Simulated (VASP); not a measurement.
Runs of VASP 6.6.1 on Mn. The structure is that of space group P6_3/mmc (No. 194), or close to it. The cells are those of the table. 

| task | potentials or basis | spin | cell | k mesh | cutoff (eV) | second run | gap on the mesh (eV) | pressure (GPa) | moment (μB) |
| --- | --- | --- | --- | --- | --- | --- | --- | --- | --- |
| single point | VASP PAW PBE potentials, release 64 (Mn_sv) | off | a = 3.667, b = 3.667, c = 4.251 Å, angles 90.0, 90.0, 120.0°, 4 atoms | 6 × 6 × 4 | 600 | valence_matched | none | -2.5 | - |
| single point | VASP PAW PBE potentials, release 64 (Mn_sv) | collinear, ferrimagnetic start | a = 2.457, b = 2.457, c = 7.903 Å, angles 90.0, 90.0, 120.0°, 4 atoms | 9 × 9 × 2 | 600 | valence_matched | none | (b) | 0.02 |
| single point | VASP PAW PBE potentials, release 64 (Mn_pv) | collinear, ferromagnetic start | a = 2.712, b = 2.712, c = 8.748 Å, angles 90.0, 90.0, 120.0°, 4 atoms | 9 × 9 × 2 | 520 | - | none | -24.0 | 9.57 |
| relaxation of cell and atoms | VASP PAW PBE potentials, release 64 (Mn_pv) | off | relaxed from a = 3.642, b = 3.642, c = 4.342 Å, angles 90.0, 90.0, 120.0°, 4 atoms | 6 × 6 × 4 | 600 | - | none | -0.5 | - |
| single point | VASP PAW PBE potentials, release 64 (Mn_pv) | off | a = 3.667, b = 3.667, c = 4.251 Å, angles 90.0, 90.0, 120.0°, 4 atoms | 6 × 6 × 4 | 520 | - | none | 1.1 | - |
| single point | VASP PAW PBE potentials, release 64 (Mn_pv) | collinear, ferrimagnetic start | a = 2.457, b = 2.457, c = 7.903 Å, angles 90.0, 90.0, 120.0°, 4 atoms | 9 × 9 × 2 | 520 | - | none | (a) | 0.04 |

Alike in all rows: level PBEsol; smearing gaussian 0.1 eV.

Question: Estimate the missing entries.

Answer: (a) 0.1; (b) -3.4.

Caveats: some runs use coarse meshes; the PAW data sets were made with another functional, which shifts forces and pressure a little.

A gap of «none» marks levels without a gap at the run's occupations.

The runs don't all hold the same shells in valence.
